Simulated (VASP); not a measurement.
Input of a VASP 6.6.1 run:

INCAR

```
SYSTEM = BiTe
PREC = Accurate
ENCUT = 520
EDIFF = 1E-6
ISMEAR = 0
SIGMA = 0.05
LREAL = .FALSE.
LASPH = .TRUE.
NELM = 60
ALGO = Normal
ISIF = 2
LWAVE = .FALSE.
LCHARG = .FALSE.
GGA = PE
NBANDS = 29
```

Contents of KPOINTS:

```
Automatic mesh
0
G
  6 6 8
  0 0 0
```

File POSCAR:

```
BiTe
1.0
    5.5675787946      0.0000000000      0.0000000000
    0.0000000000      5.5675787946      0.0000000000
    0.0000000000      0.0000000000      4.0618233850
Bi Te
2 2
Direct
    0.5000000000      0.0000000000      0.3799535017
    0.0000000000      0.5000000000      0.6200464983
    0.0000000000      0.0000000000      0.0000000000
    0.5000000000      0.5000000000      0.0000000000
```

Potentials or basis: VASP PAW PBE potentials, release 64 (Bi_d, Te).

Run with:

```bash
$ cat potpaw_PBE.64/Bi_d/POTCAR potpaw_PBE.64/Te/POTCAR > POTCAR
$ mpirun -np 1 vasp_std > vasp.out
```

Problem. Predict the band gap on the k mesh.

Solution. Zero (bands 21 and 22 overlap by 2.91 eV).

Problem. Predict the pressure.

Solution. 0.4 GPa.

Caveat: spin-orbit coupling is left out, which moves the levels of the heavy elements.
